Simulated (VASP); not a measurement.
Wanted: the native input for a VASP 6.6.1 run.

```yaml
Task: single point
Functional: PBEsol
Potentials_or_basis: VASP PAW PBE potentials, release 64 (Al, Co)
Cutoff: 520 eV
k_mesh: 6 × 6 × 6, shifted
Occupations: gaussian, width 0.1 eV
Spin: collinear spin, ferromagnetic start
Starting_moments: "[0.0, 1.48, 1.48, 1.48] μB"
Dipole_correction: no
Further_INCAR_settings: ALGO = Normal; EDIFF = 1e-07; NBANDS = 27
```

The structure of AlCo3 lies in POSCAR:

```
AlCo3
1.0
    3.5749480000      0.0000000000      0.0000000000
    0.0000000000      3.5749480000      0.0000000000
    0.0000000000      0.0000000000      3.5749480000
Al Co
1 3
Direct
    0.0000000000      0.0000000000      0.0000000000
    0.5000000000      0.5000000000      0.0000000000
    0.5000000000      0.0000000000      0.5000000000
    0.0000000000      0.5000000000      0.5000000000
```

The input as run:

INCAR

```
  PREC = Accurate
  ENCUT = 520
  EDIFF = 1E-7
  ISMEAR = 0
  SIGMA = 0.1
  LREAL = F
  LASPH = T
  NELM = 150
  ALGO = Normal
  ISIF = 2
  LWAVE = F
  LCHARG = F
  ISPIN = 2
  MAGMOM = 0 1.48 1.48 1.48
  LORBIT = 11
  LMAXMIX = 4
  GGA = PS
  NBANDS = 27
```

KPOINTS

```
Automatic mesh
0
Gamma
  6 6 6
  0.5 0.5 0.5
```

Potentials or basis: VASP PAW PBE potentials, release 64 (Al, Co).

The run is started by

```console
$ cat potpaw_PBE.64/Al/POTCAR potpaw_PBE.64/Co/POTCAR > POTCAR
$ mpirun -np 1 vasp_std > vasp.out
```

It gave:

```yaml
Pressure: -7.4 GPa
Net_moment: 3.96 μB per cell
Site_moments: Al -0.04; Co +1.35 μB
Valence_electrons_inside_the_program's_atomic_spheres: Al 0.82; Co 8.30
```

Caveat: the cell stands under tension; the PAW data sets were made with another functional, which shifts forces and pressure a little.

It took 50 s on 1 thread of Intel Xeon 8259CL (shared host), peak memory 0.18 GiB.
